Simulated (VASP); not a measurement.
# Sn3Te (Pm-3m) in VASP: single point with PBE

Aim: the single point of Sn3Te with PBE.

Everything below comes from runs of VASP 6.6.1. Logs are shortened: lines on timing, memory, paths and dates and some standing lists are left out, and cuts for length are marked.

## 1. The cell of the first run

Symmetry: Pm-3m, No. 221, cubic system. The conventional cell has a = 4.866 Å, b = 4.866 Å, c = 4.866 Å, α = 90.00°, β = 90.00°, γ = 90.00°. Within 4.5 Å of Sn (site symmetry 4/mmm) lie 8 Sn at 3.44 Å and 4 Te at 3.44 Å. Sn (site symmetry 4/mmm) has 8 Sn at 3.44 Å and 4 Te at 3.44 Å within 4.5 Å. Within 4.5 Å of Te (site symmetry m-3m) lie 12 Sn at 3.44 Å.

## 2. Single point, PBE

The input, INCAR:

```
  PREC = Accurate
  ENCUT = 500
  EDIFF = 1E-6
  ISMEAR = -1
  SIGMA = 0.15
  LREAL = F
  LASPH = T
  NELM = 120
  ALGO = Normal
  ISIF = 2
  LWAVE = F
  LCHARG = F
  GGA = PE
  NBANDS = 58
  GGA_COMPAT = F
```

The input, KPOINTS:

```
regular mesh
0
Gamma
  4 4 2
```

The input, POSCAR:

```
Sn3Te
1.0
    4.8656220000      0.0000000000      0.0000000000
    0.0000000000      4.8656220000      0.0000000000
    0.0000000000      0.0000000000      9.7312440000
Sn Te
6 2
Direct
    0.5000000000      0.5000000000      0.0000000000
    0.5000000000      0.0000000000      0.2500000000
    0.0000000000      0.5000000000      0.2500000000
    0.5000000000      0.5000000000      0.5000000000
    0.5000000000      0.0000000000      0.7500000000
    0.0000000000      0.5000000000      0.7500000000
    0.0000000000      0.0000000000      0.0000000000
    0.0000000000      0.0000000000      0.5000000000
```

Potentials or basis: VASP PAW PBE potentials, release 64 (Sn_d, Te).

Launch:

```console
$ cat potpaw_PBE.64/Sn_d/POTCAR potpaw_PBE.64/Te/POTCAR > POTCAR
$ mpirun -np 1 vasp_std > vasp.out
```

OUTCAR:

```text
PREC = Accurate
   ENCUT = 500
   EDIFF = 1E-6
   ISMEAR = -1
   LREAL = F
   LASPH = T
   NELM = 120
   ISIF = 2
   GGA = PE

 ion  position               nearest neighbor table
   1  0.500  0.500  0.000-   2 3.44   3 3.44   5 3.44   6 3.44   7 3.44   2 3.44   5 3.44   7 3.44
                             3 3.44   6 3.44   7 3.44   7 3.44
   2  0.500  0.000  0.250-   1 3.44   3 3.44   4 3.44   7 3.44   8 3.44   1 3.44   3 3.44   4 3.44
                             3 3.44   7 3.44   8 3.44   3 3.44
   3  0.000  0.500  0.250-   1 3.44   2 3.44   4 3.44   7 3.44   8 3.44   2 3.44   7 3.44   8 3.44
                             1 3.44   2 3.44   4 3.44   2 3.44
   4  0.500  0.500  0.500-   2 3.44   3 3.44   5 3.44   6 3.44   8 3.44   2 3.44   5 3.44   8 3.44
                             3 3.44   6 3.44   8 3.44   8 3.44
   5  0.500  0.000  0.750-   1 3.44   4 3.44   6 3.44   7 3.44   8 3.44   1 3.44   4 3.44   6 3.44
                             6 3.44   7 3.44   8 3.44   6 3.44
   6  0.000  0.500  0.750-   1 3.44   4 3.44   5 3.44   7 3.44   8 3.44   5 3.44   7 3.44   8 3.44
                             1 3.44   4 3.44   5 3.44   5 3.44
   7  0.000  0.000  0.000-   1 3.44   2 3.44   3 3.44   5 3.44   6 3.44   1 3.44   3 3.44   6 3.44
                             1 3.44   2 3.44   5 3.44   1 3.44
   8  0.000  0.000  0.500-   2 3.44   3 3.44   4 3.44   5 3.44   6 3.44   3 3.44   4 3.44   6 3.44
                             2 3.44   4 3.44   5 3.44   4 3.44

  LATTYP: Found a simple tetragonal cell.
 ALAT       =     4.8656220000
 C/A-ratio  =     2.0000000000

  Lattice vectors:

 A1 = (   4.8656220000,   0.0000000000,   0.0000000000)
 A2 = (   0.0000000000,   4.8656220000,   0.0000000000)
 A3 = (   0.0000000000,   0.0000000000,   9.7312440000)

Analysis of symmetry for initial positions (statically):
=====================================================================
 Subroutine PRICEL returns following result:

  LATTYP: Found a simple cubic cell.
 ALAT       =     4.8656220000

  Lattice vectors:

 A1 = (   4.8656220000,   0.0000000000,   0.0000000000)
 A2 = (   0.0000000000,   4.8656220000,   0.0000000000)
 A3 = (   0.0000000000,   0.0000000000,   4.8656220000)

   2 primitive cells build up your supercell.

 Routine SETGRP: Setting up the symmetry group for a
 simple tetragonal supercell.

 Subroutine GETGRP returns: Found 16 space group operations
 (whereof 16 operations were pure point group operations)
 out of a pool of 16 trial point group operations.

The static configuration has the point symmetry D_4h.

Analysis of symmetry for dynamics (positions and initial velocities):
=====================================================================
 Subroutine PRICEL returns following result:

  LATTYP: Found a simple cubic cell.
 ALAT       =     4.8656220000

  Lattice vectors:

 A1 = (   4.8656220000,   0.0000000000,   0.0000000000)
 A2 = (   0.0000000000,   4.8656220000,   0.0000000000)
 A3 = (   0.0000000000,   0.0000000000,   4.8656220000)

   2 primitive cells build up your supercell.

 Routine SETGRP: Setting up the symmetry group for a
 simple tetragonal supercell.

 Subroutine GETGRP returns: Found 16 space group operations
 (whereof 16 operations were pure point group operations)
 out of a pool of 16 trial point group operations.

The dynamic configuration has the point symmetry D_4h.

 Subroutine INISYM returns: Found 16 space group operations
 (whereof 16 operations are pure point group operations),
 and found     2 'primitive' translations

----------------------------------------------------------------------------------------

                                     Primitive cell

  volume of cell :     115.1901

  direct lattice vectors                    reciprocal lattice vectors
     4.865622000  0.000000000  0.000000000     0.205523569  0.000000000  0.000000000
     0.000000000  4.865622000  0.000000000     0.000000000  0.205523569  0.000000000
     0.000000000  0.000000000  4.865622000     0.000000000  0.000000000  0.205523569

  length of vectors
     4.865622000  4.865622000  4.865622000     0.205523569  0.205523569  0.205523569

  position of ions in fractional coordinates (direct lattice)
     0.500000000  0.500000000  0.000000000
     0.500000000  0.000000000  0.500000000
     0.000000000  0.500000000  0.500000000
     0.000000000  0.000000000  0.000000000

  ion indices of the primitive-cell ions
   primitive index   ion index
                 1           1
                 2           2
                 3           3
                 4           7

----------------------------------------------------------------------------------------

 KPOINTS: regular mesh

Automatic generation of k-mesh.
 Grid dimensions read from file:
 generate k-points for:    4    4    2

 Generating k-lattice:

  Cartesian coordinates                     Fractional coordinates (reciprocal lattice)
     0.051380892  0.000000000  0.000000000     0.250000000  0.000000000  0.000000000
     0.000000000  0.051380892  0.000000000     0.000000000  0.250000000  0.000000000
     0.000000000  0.000000000  0.051380892     0.000000000  0.000000000  0.500000000

  Length of vectors
     0.051380892  0.051380892  0.051380892

  Shift w.r.t. Gamma in fractional coordinates (k-lattice)
     0.000000000  0.000000000  0.000000000

 Subroutine IBZKPT returns following result:
 ===========================================

 Found     12 irreducible k-points:

 Following reciprocal coordinates:
            Coordinates               Weight
  0.000000  0.000000  0.000000      1.000000
  0.250000  0.000000  0.000000      4.000000
  0.500000  0.000000  0.000000      2.000000
  0.250000  0.250000  0.000000      4.000000
  0.500000  0.250000  0.000000      4.000000
  0.500000  0.500000  0.000000      1.000000
  0.000000  0.000000  0.500000      1.000000
  0.250000  0.000000  0.500000      4.000000
  0.500000  0.000000  0.500000      2.000000
  0.250000  0.250000  0.500000      4.000000
  0.500000  0.250000  0.500000      4.000000
  0.500000  0.500000  0.500000      1.000000
   k-points           NKPTS =     12   k-points in BZ     NKDIM =     12   number of bands    NBANDS=     58
   number of dos      NEDOS =    301   number of ions     NIONS =      8
   total plane-waves  NPLWV =  93312
   dimension x,y,z NGX =    36 NGY =   36 NGZ =   72
   dimension x,y,z NGXF=    72 NGYF=   72 NGZF=  144
   ions per type =               6   2
   NGX,Y,Z   is equivalent  to a cutoff of  12.30, 12.30, 12.30 a.u.
   NGXF,Y,Z  is equivalent  to a cutoff of  24.60, 24.60, 24.60 a.u.
 SYSTEM =  unknown system
   PREC   = accura    normal or accurate (medium, high low for compatibility)
   ISTART =      0    job   : 0-new  1-cont  2-samecut
   ICHARG =      2    charge: 1-file 2-atom 10-const
   ISPIN  =      1    spin polarized calculation?
   LNONCOLLINEAR =      F non collinear calculations
   LSORBIT =      F    spin-orbit coupling
   LASPH  =      T    aspherical Exc in radial PAW
   ENCUT  =  500.0 eV  36.75 Ry    6.06 a.u.   8.87  8.87 17.74*2*pi/ulx,y,z
   NELM   =    120;   NELMIN=  2; NELMDL= -5     # of ELM steps
   EDIFF  = 0.1E-05   stopping-criterion for ELM
   LREAL  =      F    real-space projection
   EDIFFG = 0.1E-04   stopping-criterion for IOM
   NSW    =      0    number of steps for IOM
   IBRION =     -1    ionic relax: 0-MD 1-quasi-New 2-CG
   NFREE  =      0    steps in history (QN), initial steepest desc. (CG)
   ISIF   =      2    stress and relaxation
   ISYM   =      2    0-nonsym 1-usesym 2-fastsym
   POTIM  = 0.5000    time-step for ionic-motion
   TEBEG  =    0.0;   TEEND  =   0.0 temperature during run
   PSTRESS=    0.0 pullay stress
   NELECT =      96.0000    total number of electrons
   NUPDOWN=      -1.0000    fix difference up-down
   EMIN   =  10.00;   EMAX   =-10.00  energy-range for DOS
   EFERMI =   0.00;   METHOD = LEGACY
   ISMEAR =    -1;   SIGMA  =   0.15  broadening in eV -4-tet -1-fermi 0-gaus
   EFERMI_NEDOS =   21; number of points for ismear=-14 and -15
   IALGO  =     38    algorithm
   IMIX   =      4    mixing-type and parameters
     AMIX     =   0.40;   BMIX     =  1.00
     AMIX_MAG =   1.60;   BMIX_MAG =  1.00
  volume/ion in A,a.u.               =      28.80       194.34
  Fermi-wavevector in a.u.,A,eV,Ry     =   1.222785  2.310729 20.343484  1.495204
  Thomas-Fermi vector in A             =   2.357920
   LORBIT       =      0    0 simple, 1 ext, 2 COOP (PROOUT), +10 PAW based schemes
   GGA     = PE    functional components
   LHFCALC =     F    Hartree Fock is set to
   AEXX    =    0.0000 exact exchange contribution
   IVDW    =     0    specifies the selected vdW correction
   LEPSILON=     F    determine dielectric tensor
   LRPA    =     F    only Hartree local field effects (RPA)
 non-spin polarized calculation
  energy-cutoff  :      500.00
  volume of cell :      230.38
 maximum number of plane-waves:      5900
 NGX is ok and might be reduce to    36
   NGX = 17   NGY = 17   NGZ = 35

 number of electron      96.0000043 magnetization

 Free energy of the ion-electron system (eV)
  ---------------------------------------------------
  ext. energy  EPLUGINS =         0.00000000
  ---------------------------------------------------
  free energy    TOTEN  =       -28.84429999 eV

  energy without entropy =      -28.47405909  energy(sigma->0) =      -28.65917954

 E-fermi :   7.7135     XC(G=0): -10.0658

 val. band max:        7.5314185117   @ k =   0.5000   0.0000   0.0000
 cond. band min:       7.7216247570   @ k =   0.5000   0.0000   0.0000
 fundamental gap:      0.1902062454
 Fermi energy:         7.7134590970

 k-point     1 :       0.0000    0.0000    0.0000
  band No.  band energies     occupation
      1     -14.0579      2.00000
      2     -14.0579      2.00000
      3     -14.0579      2.00000
      4     -14.0468      2.00000
      5     -14.0423      2.00000
      6     -14.0422      2.00000
[... 50 lines left out ...]
     57      10.0038      0.00000
     58      11.2598      0.00000

 k-point     2 :       0.2500    0.0000    0.0000
  band No.  band energies     occupation
      1     -14.0528      2.00000
      2     -14.0409      2.00000
      3     -14.0359      2.00000
      4     -14.0355      2.00000
      5     -14.0355      2.00000
      6     -14.0288      2.00000
[... 50 lines left out ...]
     57       9.6098      0.00001
     58      11.6468      0.00000

 k-point     3 :       0.5000    0.0000    0.0000
  band No.  band energies     occupation
      1     -14.0468      2.00000
      2     -14.0396      2.00000
      3     -14.0325      2.00000
      4     -14.0325      2.00000
      5     -14.0257      2.00000
      6     -14.0097      2.00000
[... 484 lines left out ...]
      3     -14.0354      2.00000
      4     -14.0354      2.00000
      5     -14.0281      2.00000
      6     -14.0281      2.00000
[... 50 lines left out ...]
     57      11.4441      0.00000
     58      11.4525      0.00000

 k-point    12 :       0.5000    0.5000    0.5000
  band No.  band energies     occupation
      1     -14.0436      2.00000
      2     -14.0436      2.00000
      3     -14.0346      2.00000
      4     -14.0346      2.00000
      5     -14.0346      2.00000
      6     -14.0346      2.00000
[... 50 lines left out ...]
     57      11.5269      0.00000
     58      11.5269      0.00000

------------------------ aborting loop because EDIFF is reached ----------------------------------------

  FORCE on cell =-STRESS in cart. coord.  units (eV):
  Direction    XX          YY          ZZ          XY          YZ          ZX
  --------------------------------------------------------------------------------------
  -------------------------------------------------------------------------------------
  Total        0.3972372      0.3972372      0.3972645      0.0000000      0.0000000      0.0000000
  in kB        2.7625836      2.7625836      2.7627729      0.0000000      0.0000000      0.0000000
  external PRESSURE =       2.7626467 kB  Pullay stress =       0.0000000 kB

 VOLUME and BASIS-vectors are now :
 -----------------------------------------------------------------------------
  energy-cutoff  :      500.00
  volume of cell :      230.38
      direct lattice vectors                 reciprocal lattice vectors
     4.865622000  0.000000000  0.000000000     0.205523569  0.000000000  0.000000000
     0.000000000  4.865622000  0.000000000     0.000000000  0.205523569  0.000000000
     0.000000000  0.000000000  9.731244000     0.000000000  0.000000000  0.102761785

 POSITION                                       TOTAL-FORCE (eV/Angst)
 -----------------------------------------------------------------------------------
      2.43281      2.43281      0.00000         0.000000     -0.000000      0.000000
      2.43281      0.00000      2.43281         0.000000      0.000000     -0.000000
      0.00000      2.43281      2.43281        -0.000000     -0.000000     -0.000000
      2.43281      2.43281      4.86562         0.000000     -0.000000      0.000000
      2.43281      0.00000      7.29843         0.000000      0.000000     -0.000000
      0.00000      2.43281      7.29843         0.000000     -0.000000      0.000000
      0.00000      0.00000      0.00000         0.000000     -0.000000     -0.000000
      0.00000      0.00000      4.86562         0.000000     -0.000000     -0.000000
 -----------------------------------------------------------------------------------
    total drift:                                0.000000      0.000000      0.000000

  FREE ENERGIE OF THE ION-ELECTRON SYSTEM (eV)
  ---------------------------------------------------
  free  energy   TOTEN  =       -28.8442999856 eV

  energy  without entropy=      -28.4740590925  energy(sigma->0) =      -28.65917954
```

It took 2.4 min on 1 thread of AMD EPYC 7R43 (Zen 3), shared host; peak memory 0.3 GiB.

What came out:

```
Free energy            : -28.8443 eV
Pressure               : 0.3 GPa
Band gap on the k mesh : zero (bands 48 and 49 overlap by 1.22 eV)
```

Levels at points of the mesh, in eV from the Fermi level:
```
           k point  band 46  band 47  band 48  band 49  band 50  band 51
(0.00, 0.00, 0.00)    -1.57    -0.42     0.34     0.34     0.34     1.77
(0.50, 0.00, 0.00)    -1.82    -1.57    -0.81    -0.42    -0.18    -0.18
(0.50, 0.50, 0.00)    -1.98    -0.81    -0.18    -0.18     0.01     2.78
(0.00, 0.00, 0.50)    -0.55    -0.55    -0.55    -0.31    -0.31     0.45
(0.50, 0.00, 0.50)    -1.38    -0.23    -0.23     0.08     0.08     0.95
(0.50, 0.50, 0.50)    -3.13     0.79     0.79     1.92     1.92     1.92
```

Caveat: spin-orbit coupling is left out, which moves the levels of the heavy elements.
